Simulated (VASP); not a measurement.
# CdS: single point with r2SCAN

Crystal: CdS.

```xyz
2
Lattice="0.0000 2.7269 2.7269 2.7269 0.0000 2.7269 2.7269 2.7269 0.0000" Properties=species:S:1:pos:R:3 pbc="T T T"
Cd    0.0347    0.0347    0.0000
S     2.6051    2.6051    2.7269
```

This cell differs from its parent crystal: mode 4 frozen in at -0.122 Å and mode 5 at -0.122 Å (largest displacements).

```yaml
Program: VASP 6.6.1
Task: single point
Functional: r2SCAN
Potentials_or_basis: VASP PAW PBE potentials, release 64 (Cd, S)
Cutoff: 520 eV
k_mesh: 8 × 8 × 8
Occupations: gaussian, width 0.05 eV
Spin: no spin polarisation
Dipole_correction: no
Further_INCAR_settings: ALGO = Normal; EDIFF = 1e-06; NBANDS = 16
```

```
Pressure               : 1.9 GPa
Largest force          : 0.457 eV/Å
Band gap on the k mesh : 0.83 eV, indirect (least direct gap 2.27 eV)
```

Forces on the atoms (eV/Å):
```
Cd  -0.323 -0.323  0.000
S    0.323  0.323  0.000
```

Stress tensor (GPa, compression positive):
```
 2.79 -0.46  0.00
-0.46  2.79  0.00
 0.00  0.00  0.20
```

Levels at points of the mesh, in eV from the valence-band top:
| k point | band 5 | band 6 | band 7 | band 8 | band 9 | band 10 | band 11 | band 12 | band 13 | band 14 |
| --- | --- | --- | --- | --- | --- | --- | --- | --- | --- | --- |
| (0.00, 0.00, 0.00) | -7.83 | -7.83 | -0.70 | -0.67 | -0.64 | 1.63 | 9.46 | 9.54 | 9.77 | 11.96 |
| (0.50, 0.00, 0.00) | -7.63 | -7.63 | -4.93 | -0.10 | -0.04 | 4.18 | 6.61 | 6.64 | 7.63 | 12.98 |
| (0.00, 0.00, 0.50) | -7.63 | -7.62 | -4.85 | 0.00 | 0.00 | 4.11 | 6.51 | 6.58 | 7.62 | 13.01 |
| (0.50, 0.50, 0.00) | -7.55 | -6.82 | -4.32 | -2.15 | -2.09 | 0.83 | 6.29 | 10.82 | 12.37 | 12.60 |
| (0.00, 0.50, 0.50) | -7.56 | -6.82 | -4.37 | -2.17 | -2.12 | 0.85 | 6.37 | 10.88 | 12.39 | 12.44 |

It took 3.3 min on 1 thread of Intel(R) Xeon(R) Platinum 8488C (Sapphire Rapids), with other jobs on the host, peak memory 0.21 GiB.

Caveat: the cell differs from its parent crystal (mode 4 frozen in at -0.122 Å and mode 5 at -0.122 Å (largest displacements)); the PAW data sets were made with another functional, which shifts forces and pressure a little. A k mesh can miss the band edges.
